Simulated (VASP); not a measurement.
# Ni (Fm-3m) in VASP: notebook, part 2 of 2

VASP 6.6.1.

### Step 3. Relaxation of cell and atoms, PBEsol, collinear spin, ferromagnetic start

This run uses another cell than the first one, of 10.49 Å³/atom, 1.011 times its volume.

The input, INCAR:

```
  ALGO = Normal
  EDIFF = 1E-6
  EDIFFG = -0.005
  ENCUT = 600
  GGA = PS
  IBRION = 2
  ISIF = 3
  ISMEAR = 0
  ISPIN = 2
  LASPH = True
  LCHARG = False
  LMAXMIX = 4
  LORBIT = 11
  LREAL = False
  LWAVE = False
  MAGMOM = 0.81
  NELM = 150
  NSW = 100
  PREC = Accurate
  SIGMA = 0.1
```

The input, KPOINTS:

```
k-points
0
Gamma
  20 20 20
```

The input, POSCAR:

```
Ni
1.0
    0.0000000000      1.7375729330      1.7375729330
    1.7375729330      0.0000000000      1.7375729330
    1.7375729330      1.7375729330      0.0000000000
Ni
1
Direct
    0.0000000000      0.0000000000      0.0000000000
```

Potentials or basis: VASP PAW PBE potentials, release 64 (Ni).

Started as:

```bash
$ cat potpaw_PBE.64/Ni/POTCAR > POTCAR
$ mpirun -np 1 vasp_std > vasp.out
```

OUTCAR:

```text
EDIFF = 1E-6
   EDIFFG = -0.005
   ENCUT = 600
   GGA = PS
   IBRION = 2
   ISIF = 3
   ISMEAR = 0
   ISPIN = 2
   LASPH = True
   LORBIT = 11
   LREAL = False
   NELM = 150
   NSW = 100
   PREC = Accurate

 ion  position               nearest neighbor table
   1  0.000  0.000  0.000-

  LATTYP: Found a face centered cubic cell.
 ALAT       =     3.4751458660

  Lattice vectors:

 A1 = (   0.0000000000,   1.7375729330,   1.7375729330)
 A2 = (   1.7375729330,   0.0000000000,   1.7375729330)
 A3 = (   1.7375729330,   1.7375729330,   0.0000000000)

Analysis of symmetry for initial positions (statically):
=====================================================================
 Subroutine PRICEL returns:
 Original cell was already a primitive cell.

 Routine SETGRP: Setting up the symmetry group for a
 face centered cubic supercell.

 Subroutine GETGRP returns: Found 48 space group operations
 (whereof 48 operations were pure point group operations)
 out of a pool of 48 trial point group operations.

The static configuration has the point symmetry O_h .

Analysis of symmetry for dynamics (positions and initial velocities):
=====================================================================
 Subroutine PRICEL returns:
 Original cell was already a primitive cell.

 Routine SETGRP: Setting up the symmetry group for a
 face centered cubic supercell.

 Subroutine GETGRP returns: Found 48 space group operations
[... 200 lines left out ...]

 number of electron       9.9999992 magnetization       0.6208422

 E-fermi :  10.0647     XC(G=0): -13.7966

 val. band max:       10.0631089204   @ k =  -0.4000   0.2500   0.0000
 cond. band min:      10.0651290352   @ k =   0.4000   0.0000   0.0000
 fundamental gap:      0.0020201148
 Fermi energy:        10.0646879169

 spin component 1

 k-point     1 :       0.0000    0.0000    0.0000
  band No.  band energies     occupation
      1       0.5765      1.00000
      2       7.4789      1.00000
      3       7.4789      1.00000
      4       7.4789      1.00000
      5       8.7524      1.00000
      6       8.7524      1.00000
      7      34.2710      0.00000
      8      38.5847      0.00000
      9      38.5847      0.00000
[... 602 lines left out ...]
--------------------------------------- Ionic step        3  -------------------------------------------

 number of electron       9.9999995 magnetization       0.6227082

 Free energy of the ion-electron system (eV)
  ---------------------------------------------------
  ext. energy  EPLUGINS =         0.00000000
  ---------------------------------------------------
  free energy    TOTEN  =        -6.13983584 eV

  energy without entropy =       -6.13136053  energy(sigma->0) =       -6.13559818

 E-fermi :   9.8735     XC(G=0): -13.7190

 val. band max:        9.8731001306   @ k =  -0.4000   0.2500   0.0000
 cond. band min:       9.8746760950   @ k =   0.4000   0.0000   0.0000
 fundamental gap:      0.0015759644
 Fermi energy:         9.8734743071

 spin component 1

 k-point     1 :       0.0000    0.0000    0.0000
  band No.  band energies     occupation
      1       0.4778      1.00000
      2       7.3217      1.00000
      3       7.3217      1.00000
      4       7.3217      1.00000
      5       8.5726      1.00000
      6       8.5726      1.00000
      7      33.9718      0.00000
      8      38.1835      0.00000
      9      38.1835      0.00000
[... 596 lines left out ...]
  FREE ENERGIE OF THE ION-ELECTRON SYSTEM (eV)
  ---------------------------------------------------
  free  energy   TOTEN  =        -6.1398358384 eV

  energy  without entropy=       -6.1313605252  energy(sigma->0) =       -6.13559818

 reached required accuracy - stopping structural energy minimisation

 total charge

# of ion       s       p       d       tot
------------------------------------------
    1        0.522   0.547   8.334   9.402

 magnetization (x)

# of ion       s       p       d       tot
------------------------------------------
    1       -0.006  -0.024   0.659   0.628
```

CONTCAR:

```text
Ni
   1.00000000000000
     0.0000000000000000    1.7311751688843668    1.7311751688843668
     1.7311751688843668    0.0000000000000000    1.7311751688843668
     1.7311751688843668    1.7311751688843668   -0.0000000000000000
  Ni
     1
Direct
     0.0000000000000000    0.0000000000000000    0.0000000000000000

  0.00000000E+00  0.00000000E+00  0.00000000E+00
```

It took 57 s on 1 thread of Intel Xeon Platinum 8559C (Emerald Rapids), shared host; peak memory 0.17 GiB.

What came out:

```yaml
Free_energy: -6.1398 eV
Relaxed_volume: 10.38 Å³/atom
Relaxed_cell: a = 2.448 Å, b = 2.448 Å, c = 2.448 Å, α = 60.00°, β = 60.00°, γ = 60.00°
Space_group_after_relaxing_to_0.05_Å: Fm-3m (No. 225)
Energy_gained_by_relaxing: 0.9 meV/atom
Ionic_steps: 3
Pressure_after_relaxing: 0.0 GPa
Net_moment: 0.62 μB per cell
Site_moments: Ni +0.63 μB
Valence_electrons_inside_the_program's_atomic_spheres: Ni 9.40
```

The path:
| step | energy change (eV) | largest force (eV/Å) | pressure (GPa) | volume (Å³) |
| --- | --- | --- | --- | --- |
| 1 | 0.0000 | 0.0000 | -2.51 | 10.49 |
| 2 | 0.0003 | 0.0000 | 3.02 | 10.24 |
| 3 | -0.0009 | 0.0000 | -0.02 | 10.38 |

Final structure:
```yaml
crystal:
  lattice:
    - [0.00000, 1.73118, 1.73118]
    - [1.73118, 0.00000, 1.73118]
    - [1.73118, 1.73118, 0.00000]
  atoms:
    - { symbol: Ni, position: [0.00000, 0.00000, 0.00000] }
```

Caveat: the PAW data sets were made with another functional, which shifts forces and pressure a little.

### Step 4. Single point, PBEsol, collinear spin, ferromagnetic start

This run uses another cell than the first one, of 10.49 Å³/atom, 1.011 times its volume.

The input, INCAR:

```
SYSTEM = Ni
ALGO = Normal
EDIFF = 1E-6
ENCUT = 600
GGA = PS
GGA_COMPAT = .False.
ISIF = 2
ISMEAR = 0
ISPIN = 2
LASPH = .True.
LCHARG = .False.
LMAXMIX = 4
LORBIT = 11
LREAL = .False.
LWAVE = .False.
MAGMOM = 2
NBANDS = 15
NELM = 200
PREC = Accurate
SIGMA = 0.1
```

The input, KPOINTS:

```
k-points
0
Gamma
  8 8 8
  0 0 0
```

POSCAR is that of step 3.

Started as:

```bash
$ cat potpaw_PBE.64/Ni/POTCAR > POTCAR
$ mpirun -np 1 vasp_std > vasp.out
```

Wall time 7.7 s (1 thread of Intel Xeon 6975P-C (Granite Rapids), shared host); peak memory 0.13 GiB.

It converged, with:

```
Free energy                                           : -6.1377 eV
Pressure                                              : -2.1 GPa
Net moment                                            : 0.70 μB per cell
Site moments                                          : Ni +0.70 μB
Valence electrons inside the program's atomic spheres : Ni 9.38
```

Levels at points of the mesh, in eV from the Fermi level:
Spin up:
```
           k point  band 2  band 3  band 4  band 5  band 6  band 7  band 8  band 9
(0.00, 0.00, 0.00)   -2.57   -2.57   -2.57   -1.34   -1.34   24.01   28.13   28.13
(0.50, 0.00, 0.00)   -2.56   -2.56   -0.64   -0.64   -0.41    5.88   22.49   25.24
(0.50, 0.50, 0.00)   -4.43   -0.59   -0.49   -0.49    2.42    9.50   15.11   15.11
```
Spin down:
```csv
k point,band 1,band 2,band 3,band 4,band 5,band 6,band 7,band 8,band 9,band 10
"(0.00, 0.00, 0.00)",-9.30,-1.78,-1.78,-1.78,-0.65,-0.65,23.92,28.15,28.15,28.15
"(0.50, 0.00, 0.00)",-4.61,-1.87,-1.87,-0.42,0.19,0.19,6.35,22.40,25.37,25.37
"(0.50, 0.50, 0.00)",-4.50,-3.78,0.12,0.41,0.41,2.43,9.81,15.16,15.16,20.37
```

Caveat: the k points lie up to 0.39 Å⁻¹ apart; the PAW data sets were made with another functional, which shifts forces and pressure a little.

### Step 5. Overview

```csv
task,cell,k mesh,cutoff (eV),gap on the mesh (eV),pressure (GPa),moment (μB)
single point,"a = 2.449 Å, angles 60.0°, 1 atom",20 × 20 × 20,520,none,-0.1,0.62
relaxation of cell and atoms,"relaxed from a = 2.457 Å, angles 60.0°, 1 atom",20 × 20 × 20,600,none,0.0,0.62
single point,"a = 2.457 Å, angles 60.0°, 1 atom",8 × 8 × 8,600,none,-2.1,0.70
```

Alike in all rows: level PBEsol; potentials or basis VASP PAW PBE potentials, release 64 (Ni); spin collinear, ferromagnetic start; smearing gaussian 0.1 eV.

Caveats: some runs use coarse meshes; the PAW data sets were made with another functional, which shifts forces and pressure a little.

Total energies depend on the potentials used, so only differences within one code and one set of settings carry meaning.
